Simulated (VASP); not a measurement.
# TiSi4Ni3 (Pm) in VASP: single point with PBE

Aim: the single point of TiSi4Ni3 with PBE.

All numbers are computed with VASP 6.6.1; they aren't measurements. Logs are shortened: lines on timing, memory, paths and dates and some standing lists are left out, and cuts for length are marked.

**1. The cell of the first run**

Symmetry: Pm, No. 6, monoclinic system. The conventional cell has a = 4.614 Å, b = 3.771 Å, c = 5.894 Å, α = 90.00°, β = 95.43°, γ = 90.00°. Ti (site symmetry m) has 8 Si at 2.57 to 3.11 Å and 8 Ni at 2.90 to 3.24 Å within 3.4 Å. Within 3.0 Å of Si (site symmetry m) lie 5 Ni at 2.28 to 2.47 Å and 3 Si at 2.44 to 2.71 Å and 2 Ti at 2.67 Å. Within 3.1 Å of Si (site symmetry m) lie 6 Ni at 2.30 to 3.10 Å and 4 Si at 2.44 to 3.10 Å and 2 Ti at 2.60 to 2.71 Å. Within 3.3 Å of Si (site symmetry m) lie 6 Ni at 2.48 to 2.71 Å and 6 Si at 2.71 to 3.27 Å and 2 Ti at 2.71 to 3.11 Å. Si (site symmetry m) has 4 Ni at 2.28 to 2.36 Å and 2 Ti at 2.57 Å and 3 Si at 2.71 Å within 3.0 Å. Ni (site symmetry m) has 7 Si at 2.28 to 2.71 Å and 3 Ni at 2.64 Å within 3.0 Å. Within 3.1 Å of Ni (site symmetry m) lie 8 Si at 2.31 to 3.10 Å and 2 Ni at 2.64 Å and 2 Ti at 2.90 to 3.00 Å. Within 3.3 Å of Ni (site symmetry m) lie 7 Si at 2.28 to 3.21 Å and 1 Ni at 2.64 Å and 4 Ti at 2.94 to 3.03 Å.

**2. Single point, PBE, collinear spin, ferromagnetic start**

File INCAR:

```
SYSTEM = TiSi4Ni3
PREC = Accurate
ENCUT = 520
EDIFF = 1E-6
ISMEAR = 0
SIGMA = 0.1
LREAL = .FALSE.
LASPH = .TRUE.
NELM = 150
ALGO = Normal
ISIF = 2
LWAVE = .FALSE.
LCHARG = .TRUE.
ISPIN = 2
MAGMOM = 0 0 0 0 0 2 2 2
LORBIT = 11
LMAXMIX = 4
GGA = PE
LELF = .TRUE.
LVHAR = .TRUE.
NBANDS = 43
```

File KPOINTS:

```
Automatic mesh
0
G
  4 6 4
  0 0 0
```

File POSCAR:

```
TiSi4Ni3
1.0
    4.6088141387      0.0000000000      0.2161814403
    0.0000000000      3.7709549576      0.0000000000
    0.2819321300      0.0000000000      5.8874967346
Ti Si Ni
1 4 3
Direct
    0.2259967090      0.0000000000      0.2756097444
    0.3787959753      0.5000000000      0.5630237637
    0.7116662234      0.0000000000      0.4995451659
    0.7083752597      0.0000000000      0.9742532897
    0.1273079068      0.5000000000     -0.0023675956
    0.8878484594      0.5000000000      0.6610258814
    0.2436446403      0.0000000000      0.7830999076
    0.7163648261      0.5000000000      0.2458098428
```

Potentials or basis: VASP PAW PBE potentials, release 64 (Ti_sv, Si, Ni).

Launch:

```console
$ cat potpaw_PBE.64/Ti_sv/POTCAR potpaw_PBE.64/Si/POTCAR potpaw_PBE.64/Ni/POTCAR > POTCAR
$ mpirun -np 1 vasp_std > vasp.out
```

OUTCAR:

```text
SYSTEM = TiSi4Ni3
   PREC = Accurate
   ENCUT = 520
   EDIFF = 1E-6
   ISMEAR = 0
   LREAL = .FALSE.
   LASPH = .TRUE.
   NELM = 150
   ISIF = 2
   ISPIN = 2
   LORBIT = 11
   GGA = PE

 ion  position               nearest neighbor table
   1  0.226  0.000  0.276-   5 2.57   5 2.57   3 2.60   2 2.67   2 2.67   3 2.71   4 2.71   7 2.90
                             8 2.94   8 2.94   7 3.00
   2  0.379  0.500  0.563-   6 2.28   8 2.32   7 2.34   7 2.34   3 2.44   3 2.44   6 2.47   1 2.67
                             1 2.67   5 2.71
   3  0.712  0.000  0.500-   6 2.30   6 2.30   8 2.41   8 2.41   2 2.44   2 2.44   7 2.60   1 2.60
                             1 2.71   4 2.80   7 3.10   4 3.10
   4  0.708  0.000  0.974-   8 2.48   8 2.48   7 2.51   7 2.62   6 2.71   6 2.71   5 2.71   5 2.71
                             1 2.71   3 2.80   3 3.10
   5  0.127  0.500  0.998-   8 2.28   7 2.31   7 2.31   6 2.36   1 2.57   1 2.57   2 2.71   4 2.71
                             4 2.71
   6  0.888  0.500  0.661-   2 2.28   3 2.30   3 2.30   5 2.36   2 2.47   8 2.64   7 2.64   7 2.64
                             4 2.71   4 2.71
   7  0.244  0.000  0.783-   5 2.31   5 2.31   2 2.34   2 2.34   4 2.51   3 2.60   4 2.62   6 2.64
                             6 2.64   1 2.90   1 3.00   3 3.10
   8  0.716  0.500  0.246-   5 2.28   2 2.32   3 2.41   3 2.41   4 2.48   4 2.48   6 2.64   1 2.94
                             1 2.94

  LATTYP: Found a simple monoclinic cell.
 ALAT       =     4.6138814658
 B/A-ratio  =     0.8173064231
 C/A-ratio  =     1.2775020981
 COS(beta)  =    -0.0945801869

  Lattice vectors:

 A1 = (   4.6088141387,   0.0000000000,   0.2161814403)
 A2 = (   0.0000000000,  -3.7709549576,   0.0000000000)
 A3 = (  -0.2819321300,   0.0000000000,  -5.8874967346)

Analysis of symmetry for initial positions (statically):
=====================================================================
 Subroutine PRICEL returns:
 Original cell was already a primitive cell.

 Routine SETGRP: Setting up the symmetry group for a
 simple monoclinic supercell.

 Subroutine GETGRP returns: Found  2 space group operations
 (whereof  2 operations were pure point group operations)
 out of a pool of  4 trial point group operations.

The static configuration has the point symmetry C_1h.

Analysis of symmetry for dynamics (positions and initial velocities):
=====================================================================
 Subroutine PRICEL returns:
 Original cell was already a primitive cell.

 Routine SETGRP: Setting up the symmetry group for a
 simple monoclinic supercell.

 Subroutine GETGRP returns: Found  2 space group operations
 (whereof  2 operations were pure point group operations)
 out of a pool of  4 trial point group operations.

[... 174 lines left out ...]

  energy without entropy =      -49.15483593  energy(sigma->0) =      -49.16207702

 E-fermi :  10.4069     XC(G=0): -12.0572

 val. band max:       10.3854008691   @ k =   0.5000   0.3333  -0.0000
 cond. band min:      10.4325947925   @ k =   0.2500   0.0000   0.2500
 fundamental gap:      0.0471939234
 Fermi energy:        10.4068686872

 spin component 1

 k-point     1 :       0.0000    0.0000    0.0000
  band No.  band energies     occupation
      1     -46.4991      1.00000
      2     -22.8498      1.00000
      3     -22.7882      1.00000
      4     -22.7532      1.00000
      5      -2.6766      1.00000
      6       0.4967      1.00000
[... 1045 lines left out ...]
     40      15.4192      0.00000
     41      16.1375      0.00000

 [... further k-points ...]

 spin component 2

 k-point     1 :       0.0000    0.0000    0.0000
  band No.  band energies     occupation
      1     -46.4991      1.00000
      2     -22.8498      1.00000
      3     -22.7882      1.00000
      4     -22.7532      1.00000
      5      -2.6765      1.00000
      6       0.4968      1.00000
[... 1045 lines left out ...]
     40      15.4193      0.00000
     41      16.1376      0.00000

 [... further k-points ...]

 [bands above 41 left out]

------------------------ aborting loop because EDIFF is reached ----------------------------------------

  FORCE on cell =-STRESS in cart. coord.  units (eV):
  Direction    XX          YY          ZZ          XY          YZ          ZX
  --------------------------------------------------------------------------------------
  -------------------------------------------------------------------------------------
  Total        0.0262135      0.2522440      0.1305092      0.0000000      0.0000000     -0.0362349
  in kB        0.4113777      3.9585566      2.0481273      0.0000000      0.0000000     -0.5686477
  external PRESSURE =       2.1393539 kB  Pullay stress =       0.0000000 kB

 VOLUME and BASIS-vectors are now :
 -----------------------------------------------------------------------------
  energy-cutoff  :      520.00
  volume of cell :      102.09
      direct lattice vectors                 reciprocal lattice vectors
     4.608814139  0.000000000  0.216181440     0.217464015  0.000000000 -0.010413610
     0.000000000  3.770954958  0.000000000     0.000000000  0.265184817  0.000000000
     0.281932130  0.000000000  5.887496735    -0.007985004  0.000000000  0.170233849

 POSITION                                       TOTAL-FORCE (eV/Angst)
 -----------------------------------------------------------------------------------
      1.11928      0.00000      1.67151         0.032798      0.000000      0.030394
      1.90453      1.88548      3.39669        -0.007902      0.000000     -0.020930
      3.42078      0.00000      3.09492        -0.011694      0.000000     -0.003137
      3.53944      0.00000      5.88905         0.006951      0.000000      0.003703
      0.86800      1.88548      5.90108         0.001016      0.000000      0.004750
      4.27829      1.88548      4.08372        -0.017122      0.000000      0.006497
      1.34369      0.00000      4.66317        -0.002590      0.000000      0.005772
      3.37089      1.88548      1.60207        -0.001455      0.000000     -0.027049
 -----------------------------------------------------------------------------------
    total drift:                                0.000011     -0.000000      0.000282

  FREE ENERGIE OF THE ION-ELECTRON SYSTEM (eV)
  ---------------------------------------------------
  free  energy   TOTEN  =       -49.1693181179 eV

  energy  without entropy=      -49.1548359283  energy(sigma->0) =      -49.16207702

 total charge

# of ion       s       p       d       tot
------------------------------------------
    1        2.149   6.119   2.024  10.293
    2        0.732   0.932   0.000   1.664
    3        0.742   0.894   0.000   1.636
    4        0.753   0.757   0.000   1.511
    5        0.767   0.890   0.000   1.657
    6        0.479   0.582   8.496   9.556
    7        0.485   0.611   8.475   9.571
    8        0.477   0.581   8.454   9.512
--------------------------------------------------
tot          6.584  11.367  27.449  45.400

 magnetization (x)

# of ion       s       p       d       tot
------------------------------------------
    1        0.000  -0.000   0.000   0.000
    2        0.000   0.000   0.000   0.000
    3        0.000   0.000   0.000   0.000
    4        0.000   0.000   0.000   0.000
    5       -0.000   0.000   0.000   0.000
    6        0.000   0.000  -0.000  -0.000
    7        0.000   0.000  -0.000  -0.000
    8        0.000   0.000  -0.000  -0.000
--------------------------------------------------
tot          0.000   0.000  -0.000  -0.000
```

OSZICAR:

```text
N       E                     dE             d eps       ncg     rms          rms(c)
DAV:   1     0.480080185393E+03    0.48008E+03   -0.25142E+04  6880   0.157E+03
DAV:   2    -0.220759495916E+01   -0.48229E+03   -0.46080E+03  6880   0.394E+02
DAV:   3    -0.517197408363E+02   -0.49512E+02   -0.47090E+02  8851   0.130E+02
DAV:   4    -0.549003857499E+02   -0.31806E+01   -0.31150E+01 10304   0.281E+01
DAV:   5    -0.550094041779E+02   -0.10902E+00   -0.10891E+00  9373   0.455E+00    0.303E+01
DAV:   6    -0.649004797946E+02   -0.98911E+01   -0.11676E+02  8706   0.149E+02    0.407E+01
DAV:   7    -0.497406651871E+02    0.15160E+02   -0.42049E+01  8585   0.991E+01    0.943E+00
DAV:   8    -0.497642769730E+02   -0.23612E-01   -0.13396E+01  8563   0.231E+01    0.709E+00
DAV:   9    -0.493172683401E+02    0.44701E+00   -0.30655E+00  9515   0.196E+01    0.435E+00
DAV:  10    -0.493037283853E+02    0.13540E-01   -0.10019E+00  9818   0.188E+01    0.427E+00
DAV:  11    -0.491648324230E+02    0.13890E+00   -0.53291E-01  8656   0.147E+01    0.119E+00
DAV:  12    -0.491755560200E+02   -0.10724E-01   -0.72547E-02  9855   0.400E+00    0.993E-01
DAV:  13    -0.491702176340E+02    0.53384E-02   -0.31223E-02  8870   0.383E+00    0.532E-01
DAV:  14    -0.491693907365E+02    0.82690E-03   -0.46924E-03 10359   0.116E+00    0.300E-01
DAV:  15    -0.491693177906E+02    0.72946E-04   -0.17176E-03  9316   0.383E-01    0.132E-01
DAV:  16    -0.491693198206E+02   -0.20300E-05   -0.29942E-04  9838   0.209E-01    0.397E-02
DAV:  17    -0.491693180243E+02    0.17963E-05   -0.28372E-05  9243   0.566E-02    0.201E-02
DAV:  18    -0.491693181179E+02   -0.93512E-07   -0.46397E-06  8209   0.187E-02
   1 F= -.49169318E+02 E0= -.49162077E+02  d E =-.144822E-01  mag=     0.0000
```

Wall time 7.9 min (1 thread of Intel Xeon 8259CL, shared host); peak memory 0.42 GiB.

What came out:

| Property | Result |
| --- | --- |
| Free energy | -49.1693 eV |
| Pressure | 0.2 GPa |
| Largest force | 0.045 eV/Å |
| Band gap on the k mesh | zero (filled and empty bands overlap) |
| Net moment | 0.00 μB per cell |
| Valence electrons inside the program's atomic spheres | Ti 10.29; Si 1.66, 1.64, 1.51 (each value once); Ni 9.56, 9.57, 9.51 |

Forces on the atoms (eV/Å):
```
Ti   0.033  0.000  0.030
Si  -0.008  0.000 -0.021
Si  -0.012  0.000 -0.003
Si   0.007  0.000  0.004
Si   0.001  0.000  0.005
Ni  -0.017  0.000  0.006
Ni  -0.003  0.000  0.006
Ni  -0.001  0.000 -0.027
```

Stress tensor (GPa, compression positive):
```
 0.04  0.00 -0.06
 0.00  0.40  0.00
-0.06  0.00  0.20
```

Levels at points of the mesh, in eV from the Fermi level:
Spin up:
```csv
k point,band 26,band 27,band 28,band 29,band 30,band 31,band 32,band 33
"(0.00, 0.00, 0.00)",-1.12,-0.46,-0.36,-0.09,0.69,1.16,1.32,1.68
"(0.50, 0.00, 0.00)",-1.36,-0.86,-0.29,0.05,0.52,1.45,1.52,1.68
"(0.00, 0.50, 0.00)",-1.66,-1.32,-0.94,-0.63,-0.29,0.46,1.51,1.69
"(0.50, 0.50, 0.00)",-1.52,-1.39,-0.94,-0.66,-0.57,0.50,1.44,1.80
"(0.00, 0.00, 0.50)",-1.47,-0.90,-0.65,-0.34,0.06,0.94,1.36,1.51
"(0.50, 0.00, 0.50)",-1.62,-0.78,-0.49,0.20,0.76,1.13,1.64,1.92
"(0.00, 0.50, 0.50)",-1.89,-1.49,-0.89,0.26,0.30,0.66,1.42,1.59
"(0.50, 0.50, 0.50)",-1.74,-1.73,-0.66,0.04,0.55,1.37,1.73,1.77
```
Spin down:
| k point | band 25 | band 26 | band 27 | band 28 | band 29 | band 30 | band 31 | band 32 | band 33 | band 34 |
| --- | --- | --- | --- | --- | --- | --- | --- | --- | --- | --- |
| (0.00, 0.00, 0.00) | -1.52 | -1.12 | -0.46 | -0.36 | -0.09 | 0.69 | 1.16 | 1.32 | 1.68 | 2.20 |
| (0.50, 0.00, 0.00) | -1.38 | -1.36 | -0.86 | -0.29 | 0.05 | 0.52 | 1.45 | 1.52 | 1.68 | 2.15 |
| (0.00, 0.50, 0.00) | -1.77 | -1.66 | -1.32 | -0.94 | -0.63 | -0.29 | 0.46 | 1.51 | 1.69 | 2.34 |
| (0.50, 0.50, 0.00) | -1.93 | -1.52 | -1.39 | -0.94 | -0.66 | -0.57 | 0.50 | 1.44 | 1.80 | 2.59 |
| (0.00, 0.00, 0.50) | -1.68 | -1.47 | -0.90 | -0.65 | -0.34 | 0.06 | 0.94 | 1.36 | 1.51 | 2.01 |
| (0.50, 0.00, 0.50) | -1.65 | -1.62 | -0.78 | -0.49 | 0.20 | 0.76 | 1.13 | 1.64 | 1.92 | 1.95 |
| (0.00, 0.50, 0.50) | -1.95 | -1.89 | -1.49 | -0.89 | 0.26 | 0.30 | 0.66 | 1.42 | 1.59 | 1.60 |
| (0.50, 0.50, 0.50) | -2.02 | -1.74 | -1.73 | -0.66 | 0.04 | 0.55 | 1.37 | 1.73 | 1.77 | 2.07 |

Caveat: the moments typed at the start vanished in this run.

The gap in the log of VASP goes by the Fermi energy; the results here count the filled bands.